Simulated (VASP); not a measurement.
Write the native input for VASP 6.6.1 that does the following.

```yaml
Task: single point
Functional: PBE
Potentials_or_basis: VASP PAW PBE potentials, release 64 (Si, C)
Cutoff: 520 eV
k_mesh: 6 × 6 × 6
Occupations: gaussian, width 0.01 eV
Spin: no spin polarisation
Dipole_correction: no
Further_INCAR_settings: ALGO = Normal; EDIFF = 1e-06; NBANDS = 11
```

The structure of SiC lies in POSCAR:

```
SiC
1.0
    0.0000000000      2.2216133981      2.2216133981
    2.2216133981      0.0000000000      2.2216133981
    2.2216133981      2.2216133981      0.0000000000
Si C
1 1
Direct
    0.0000000000      0.0000000000      0.0000000000
    0.2500000000      0.2500000000      0.2500000000
```

This cell differs from its parent crystal: strain +2.0%.

The input as run:

INCAR

```
SYSTEM = SiC
ALGO = Normal ; EDIFF = 1E-6
ENCUT = 520 ; GGA = PE
ISIF = 2 ; ISMEAR = 0
LASPH = .True. ; LCHARG = .False.
LREAL = .False. ; LWAVE = .False.
NBANDS = 11 ; NELM = 80
PREC = Accurate ; SIGMA = 0.01
```

KPOINTS

```
k-points
0
Gamma
  6 6 6
  0 0 0
```

Potentials or basis: VASP PAW PBE potentials, release 64 (Si, C).

Launch:

```console
$ cat potpaw_PBE.64/Si/POTCAR potpaw_PBE.64/C/POTCAR > POTCAR
$ mpirun -np 1 vasp_std > vasp.out
```

Results of the run:

The pressure is -8.4 GPa and the band gap on the k mesh is 1.40 eV (least direct gap 4.48 eV).

Caveat: the cell differs from its parent crystal (strain +2.0%); the cell stands under tension.

It took 5 s on 1 thread of AMD EPYC 7R43 64-Core Processor (Zen 3) (shared host), peak memory 0.09 GiB.
